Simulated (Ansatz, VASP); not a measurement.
## C: VASP beside Ansatz

Contents of INCAR:

```
ALGO = Normal ; EDIFF = 1E-6
ENCUT = 520 ; GGA = CA
ISIF = 2 ; ISMEAR = -1
LASPH = T ; LCHARG = T
LELF = T ; LREAL = F
LVHAR = T ; LWAVE = F
NBANDS = 11 ; NELM = 80
PREC = Accurate ; SIGMA = 0.08
```

KPOINTS

```
k-points
0
Gamma
  20 20 20
```

File POSCAR:

```
C
1.0
    0.0000000000      1.7981395114      1.7981395114
    1.7981395114      0.0000000000      1.7981395114
    1.7981395114      1.7981395114      0.0000000000
C
2
Direct
    0.5000000000      0.5000000000      0.5000000000
    0.7500000000      0.7500000000      0.7500000000
```

Input for Ansatz:

```yaml
crystal:
  lattice:
    - [0.0, 1.7981395114, 1.7981395114]
    - [1.7981395114, 0.0, 1.7981395114]
    - [1.7981395114, 1.7981395114, 0.0]
  atoms:
    - { symbol: C, position: [0.5, 0.5, 0.5] }
    - { symbol: C, position: [0.75, 0.75, 0.75] }
kpoints:
  mp_grid: { grid: [20, 20, 20] }
scf:
  occupations: { method: fermi_dirac, width: 0.08 }
hamiltonian:
  xc: lda
  pseudopotentials: { kind: all_electron, lapw: { basis_error: 0.0005 } }
output:
  forces: true
  stress: true
  eigenvalues: true
```

Change from the starting cell: volume scaled by 1.025.

Alike in both runs: task single point; functional LDA; k mesh 20 × 20 × 20; occupations fermi-dirac, width 0.08 eV; no spin polarisation.

|  | VASP | Ansatz |
| --- | --- | --- |
| version | VASP 6.6.1 | Ansatz 0.2.0 |
| potentials or method | VASP PAW LDA potentials, release 64 (C), cutoff 520 eV | all-electron LAPW, scalar-relativistic |

Ansatz gave:

- gap on the k mesh at the Fermi level (eV): 4.05
- pressure (GPa): -22.9

Question: Estimate VASP's values.

Answer: gap on the k mesh at the Fermi level (eV): 4.04; pressure (GPa): -21.6.

LDA's correlation is that of Perdew and Zunger in VASP and of Perdew and Wang (1992) in Ansatz. Ansatz ran all-electron here, and VASP with PAW potentials.
